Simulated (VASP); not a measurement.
# Ir (Fm-3m) in VASP: single point with PBEsol

Aim: the single point of Ir with PBEsol.

Everything below comes from runs of VASP 6.6.1. Logs are shortened: lines on timing, memory, paths and dates and some standing lists are left out, and cuts for length are marked.

**1. The cell of the first run**

It takes space group Fm-3m (No. 225, cubic). The conventional cell has a = 3.830 Å, b = 3.830 Å, c = 3.830 Å, α = 90.00°, β = 90.00°, γ = 90.00°. Within 3.6 Å of Ir (site symmetry m-3m) lie 12 Ir at 2.71 Å.

**2. Single point, PBEsol**

INCAR

```
PREC     = Accurate       # precision mode
ENCUT    = 560            # plane-wave cutoff, eV
EDIFF    = 1E-6           # SCF threshold, eV
ISMEAR   = 0              # smearing method
SIGMA    = 0.1            # smearing width, eV
LREAL    = F              # projectors in reciprocal space
LASPH    = T              # aspherical terms in the spheres
NELM     = 120            # most SCF steps
ALGO     = Normal         # electronic algorithm
ISIF     = 2              # what is computed and relaxed
LWAVE    = F              # write WAVECAR
LCHARG   = F              # write CHGCAR
GGA      = PS             # functional
NBANDS   = 14             # bands
GGA_COMPAT= F
```

KPOINTS

```
Automatic mesh
0
Gamma
  18 18 18
```

POSCAR

```
Ir
1.0
    0.0000000000      1.9150345149      1.9150345149
    1.9150345149      0.0000000000      1.9150345149
    1.9150345149      1.9150345149      0.0000000000
Ir
1
Direct
    0.0000000000      0.0000000000      0.0000000000
```

Potentials or basis: VASP PAW PBE potentials, release 64 (Ir_sv_GW).

On the command line:

```sh
> cat potpaw_PBE.64/Ir_sv_GW/POTCAR > POTCAR
> mpirun -np 1 vasp_std > vasp.out
```

OUTCAR:

```text
PREC = Accurate
   ENCUT = 560
   EDIFF = 1E-6
   ISMEAR = 0
   LREAL = F
   LASPH = T
   NELM = 120
   ISIF = 2
   GGA = PS

 ion  position               nearest neighbor table
   1  0.000  0.000  0.000-

  LATTYP: Found a face centered cubic cell.
 ALAT       =     3.8300690298

  Lattice vectors:

 A1 = (   0.0000000000,   1.9150345149,   1.9150345149)
 A2 = (   1.9150345149,   0.0000000000,   1.9150345149)
 A3 = (   1.9150345149,   1.9150345149,   0.0000000000)

Analysis of symmetry for initial positions (statically):
=====================================================================
 Subroutine PRICEL returns:
 Original cell was already a primitive cell.

 Routine SETGRP: Setting up the symmetry group for a
 face centered cubic supercell.

 Subroutine GETGRP returns: Found 48 space group operations
 (whereof 48 operations were pure point group operations)
 out of a pool of 48 trial point group operations.

The static configuration has the point symmetry O_h .

Analysis of symmetry for dynamics (positions and initial velocities):
=====================================================================
 Subroutine PRICEL returns:
 Original cell was already a primitive cell.

 Routine SETGRP: Setting up the symmetry group for a
 face centered cubic supercell.

 Subroutine GETGRP returns: Found 48 space group operations
 (whereof 48 operations were pure point group operations)
 out of a pool of 48 trial point group operations.

The dynamic configuration has the point symmetry O_h .

 Subroutine INISYM returns: Found 48 space group operations
 (whereof 48 operations are pure point group operations),
 and found     1 'primitive' translations

----------------------------------------------------------------------------------------

                                     Primitive cell

  volume of cell :      14.0462

  direct lattice vectors                    reciprocal lattice vectors
     0.000000000  1.915034515  1.915034515    -0.261091900  0.261091900  0.261091900
     1.915034515  0.000000000  1.915034515     0.261091900 -0.261091900  0.261091900
     1.915034515  1.915034515  0.000000000     0.261091900  0.261091900 -0.261091900

  length of vectors
     2.708267783  2.708267783  2.708267783     0.452224436  0.452224436  0.452224436

  position of ions in fractional coordinates (direct lattice)
     0.000000000  0.000000000  0.000000000

  ion indices of the primitive-cell ions
   primitive index   ion index
                 1           1

----------------------------------------------------------------------------------------

 KPOINTS: Automatic mesh

Automatic generation of k-mesh.
 Grid dimensions read from file:
 generate k-points for:   18   18   18

 Generating k-lattice:

  Cartesian coordinates                     Fractional coordinates (reciprocal lattice)
    -0.014505106  0.014505106  0.014505106     0.055555556  0.000000000  0.000000000
     0.014505106 -0.014505106  0.014505106     0.000000000  0.055555556  0.000000000
     0.014505106  0.014505106 -0.014505106     0.000000000  0.000000000  0.055555556

  Length of vectors
     0.025123580  0.025123580  0.025123580

  Shift w.r.t. Gamma in fractional coordinates (k-lattice)
     0.000000000  0.000000000  0.000000000

 Subroutine IBZKPT returns following result:
 ===========================================

 Found    195 irreducible k-points:

 Following reciprocal coordinates:
            Coordinates               Weight
  0.000000  0.000000  0.000000      1.000000
  0.055556  0.000000  0.000000      8.000000
  0.111111  0.000000  0.000000      8.000000
  0.166667  0.000000  0.000000      8.000000
  0.222222  0.000000  0.000000      8.000000
  0.277778  0.000000  0.000000      8.000000
[... 16 lines left out ...]
 -0.277778  0.055556  0.000000     24.000000
 -0.222222  0.055556  0.000000     24.000000
 [... further k-points ...]
   k-points           NKPTS =    195   k-points in BZ     NKDIM =    195   number of bands    NBANDS=     14
   number of dos      NEDOS =    301   number of ions     NIONS =      1
   total plane-waves  NPLWV =  13824
   dimension x,y,z NGX =    24 NGY =   24 NGZ =   24
   dimension x,y,z NGXF=    48 NGYF=   48 NGZF=   48
   ions per type =               1
   NGX,Y,Z   is equivalent  to a cutoff of  14.73, 14.73, 14.73 a.u.
   NGXF,Y,Z  is equivalent  to a cutoff of  29.46, 29.46, 29.46 a.u.
 SYSTEM =  unknown system
   PREC   = accura    normal or accurate (medium, high low for compatibility)
   ISTART =      0    job   : 0-new  1-cont  2-samecut
   ICHARG =      2    charge: 1-file 2-atom 10-const
   ISPIN  =      1    spin polarized calculation?
   LNONCOLLINEAR =      F non collinear calculations
   LSORBIT =      F    spin-orbit coupling
   LASPH  =      T    aspherical Exc in radial PAW
   ENCUT  =  560.0 eV  41.16 Ry    6.42 a.u.   5.23  5.23  5.23*2*pi/ulx,y,z
   NELM   =    120;   NELMIN=  2; NELMDL= -5     # of ELM steps
   EDIFF  = 0.1E-05   stopping-criterion for ELM
   LREAL  =      F    real-space projection
   EDIFFG = 0.1E-04   stopping-criterion for IOM
   NSW    =      0    number of steps for IOM
   IBRION =     -1    ionic relax: 0-MD 1-quasi-New 2-CG
   NFREE  =      0    steps in history (QN), initial steepest desc. (CG)
   ISIF   =      2    stress and relaxation
   ISYM   =      2    0-nonsym 1-usesym 2-fastsym
   POTIM  = 0.5000    time-step for ionic-motion
   TEBEG  =    0.0;   TEEND  =   0.0 temperature during run
   PSTRESS=    0.0 pullay stress
   NELECT =      17.0000    total number of electrons
   NUPDOWN=      -1.0000    fix difference up-down
   EMIN   =  10.00;   EMAX   =-10.00  energy-range for DOS
   EFERMI =   0.00;   METHOD = LEGACY
   ISMEAR =     0;   SIGMA  =   0.10  broadening in eV -4-tet -1-fermi 0-gaus
   EFERMI_NEDOS =   21; number of points for ismear=-14 and -15
   IALGO  =     38    algorithm
   IMIX   =      4    mixing-type and parameters
     AMIX     =   0.40;   BMIX     =  1.00
     AMIX_MAG =   1.60;   BMIX_MAG =  1.00
  volume/ion in A,a.u.               =      14.05        94.79
  Fermi-wavevector in a.u.,A,eV,Ry     =   1.744635  3.296882 41.412741  3.043751
  Thomas-Fermi vector in A             =   2.816477
   LORBIT       =      0    0 simple, 1 ext, 2 COOP (PROOUT), +10 PAW based schemes
   GGA     = PS    functional components
   LHFCALC =     F    Hartree Fock is set to
   AEXX    =    0.0000 exact exchange contribution
   IVDW    =     0    specifies the selected vdW correction
   LEPSILON=     F    determine dielectric tensor
   LRPA    =     F    only Hartree local field effects (RPA)
 non-spin polarized calculation
 Gauss-broadening in eV      SIGMA  =   0.10
  energy-cutoff  :      560.00
  volume of cell :       14.05
 maximum number of plane-waves:       444
 NGX is ok and might be reduce to    24
   NGX = 11   NGY = 11   NGZ = 11

 number of electron      17.0000000 magnetization

 Free energy of the ion-electron system (eV)
  ---------------------------------------------------
  ext. energy  EPLUGINS =         0.00000000
  ---------------------------------------------------
  free energy    TOTEN  =       -10.40276229 eV

  energy without entropy =      -10.39777570  energy(sigma->0) =      -10.40026900

 E-fermi :  12.9124     XC(G=0): -14.7520

 val. band max:       12.9055538926   @ k =   0.5000   0.2222   0.1111
 cond. band min:      12.9230803788   @ k =   0.3333   0.1111   0.0556
 fundamental gap:      0.0175264863
 Fermi energy:        12.9124261004

 k-point     1 :       0.0000    0.0000    0.0000
  band No.  band energies     occupation
      1     -80.1704      2.00000
      2     -36.5458      2.00000
      3     -36.5458      2.00000
      4     -36.5458      2.00000
      5       1.6252      2.00000
      6       8.9370      2.00000
      7       8.9370      2.00000
      8       8.9370      2.00000
      9      11.6803      2.00000
     10      11.6803      2.00000
     11      26.4411      0.00000
     12      31.9856      0.00000
     13      31.9856      0.00000
     14      31.9856      0.00000

 k-point     2 :       0.0556    0.0000    0.0000
  band No.  band energies     occupation
      1     -80.1684      2.00000
      2     -36.5711      2.00000
      3     -36.5492      2.00000
      4     -36.5492      2.00000
      5       1.7648      2.00000
      6       8.8607      2.00000
      7       8.9974      2.00000
      8       8.9974      2.00000
      9      11.6396      2.00000
     10      11.6396      2.00000
     11      26.6859      0.00000
     12      31.3378      0.00000
     13      32.2206      0.00000
     14      32.2206      0.00000

 k-point     3 :       0.1111    0.0000    0.0000
  band No.  band energies     occupation
      1     -80.1631      2.00000
      2     -36.6446      2.00000
      3     -36.5594      2.00000
      4     -36.5594      2.00000
      5       2.1687      2.00000
      6       8.6653      2.00000
      7       9.1557      2.00000
      8       9.1557      2.00000
      9      11.5502      2.00000
     10      11.5502      2.00000
     11      27.3588      0.00000
     12      30.0109      0.00000
     13      32.9068      0.00000
     14      32.9068      0.00000
[... 324 lines left out ...]
 k-point    23 :      -0.2778    0.0556    0.0000
  band No.  band energies     occupation
      1     -80.1262      2.00000
      2     -37.0725      2.00000
      3     -36.6472      2.00000
      4     -36.6115      2.00000
      5       4.4369      2.00000
      6       8.6020      2.00000
      7       9.2488      2.00000
      8       9.3581      2.00000
      9      11.8608      2.00000
     10      12.7952      1.90272
     11      25.2232      0.00000
     12      28.7583      0.00000
     13      34.3483      0.00000
     14      36.0714      0.00000

 k-point    24 :      -0.2222    0.0556    0.0000
  band No.  band energies     occupation
      1     -80.1375      2.00000
      2     -36.9375      2.00000
      3     -36.6267      2.00000
      4     -36.5913      2.00000
      5       3.8631      2.00000
      6       8.2533      2.00000
      7       9.3982      2.00000
      8       9.4908      2.00000
      9      11.3714      2.00000
     10      12.2472      2.00000
     11      26.6989      0.00000
     12      29.3557      0.00000
     13      34.5376      0.00000
     14      35.7198      0.00000

 [... further k-points ...]
[... 5 lines left out ...]
  --------------------------------------------------------------------------------------
  -------------------------------------------------------------------------------------
  Total       -0.1625233     -0.1625233     -0.1625233      0.0000000      0.0000000      0.0000000
  in kB      -18.5381516    -18.5381516    -18.5381516      0.0000000      0.0000000      0.0000000
  external PRESSURE =     -18.5381516 kB  Pullay stress =       0.0000000 kB

 VOLUME and BASIS-vectors are now :
 -----------------------------------------------------------------------------
  energy-cutoff  :      560.00
  volume of cell :       14.05
      direct lattice vectors                 reciprocal lattice vectors
     0.000000000  1.915034515  1.915034515    -0.261091900  0.261091900  0.261091900
     1.915034515  0.000000000  1.915034515     0.261091900 -0.261091900  0.261091900
     1.915034515  1.915034515  0.000000000     0.261091900  0.261091900 -0.261091900

 POSITION                                       TOTAL-FORCE (eV/Angst)
 -----------------------------------------------------------------------------------
      0.00000      0.00000      0.00000        -0.000000     -0.000000     -0.000000
 -----------------------------------------------------------------------------------
    total drift:                               -0.000000     -0.000000     -0.000000

  FREE ENERGIE OF THE ION-ELECTRON SYSTEM (eV)
  ---------------------------------------------------
  free  energy   TOTEN  =       -10.4027622904 eV

  energy  without entropy=      -10.3977757049  energy(sigma->0) =      -10.40026900
```

Run time: 2.1 min. Hardware: 1 thread of AMD EPYC, shared host; peak memory 0.15 GiB.

Results:

| Item | Value |
| --- | --- |
| Free energy | -10.4028 eV |
| Pressure | -1.9 GPa |
| Band gap on the k mesh | zero (an odd number of electrons rules out a gap without spin polarisation) |

Caveat: the PAW data sets were made with another functional, which shifts forces and pressure a little; spin-orbit coupling is left out, which moves the levels of the heavy elements.
